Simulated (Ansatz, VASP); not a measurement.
# CdSe: VASP beside Ansatz

```
CELL_PARAMETERS angstrom
4.34072 0.00000 0.00000
-2.17036 3.75918 0.00000
0.00000 0.00000 7.07665
ATOMIC_POSITIONS crystal
Cd 0.33333 0.66667 0.99952
Cd 0.66667 0.33333 0.49952
Se 0.33333 0.66667 0.37548
Se 0.66667 0.33333 0.87548
```

Alike in both runs: task single point; functional r2SCAN; k mesh 12 × 12 × 4; no spin polarisation.

|  | VASP | Ansatz |
| --- | --- | --- |
| version | VASP 6.6.1 | Ansatz 0.2.0 |
| potentials or method | VASP PAW PBE potentials, release 64 (Cd, Se) | plane waves, PAW |
| plane-wave cutoff (eV) | 520 | 500 |
| occupations | gaussian, width 0.01 eV | fixed |
| valence electrons in the cell | 36 | 72 |

|  | VASP | Ansatz | Ansatz less VASP |
| --- | --- | --- | --- |
| gap on the k mesh at the Fermi level (eV) | 1.09 | 1.11 | +0.011 |
| pressure (GPa) | 0.2 | 0.0 | -0.24 |

VASP's potentials were made for PBE, not for r2SCAN. VASP's potentials hold 36 valence electrons a cell and Ansatz's 72, so a difference there can come from the potentials and not from the codes.
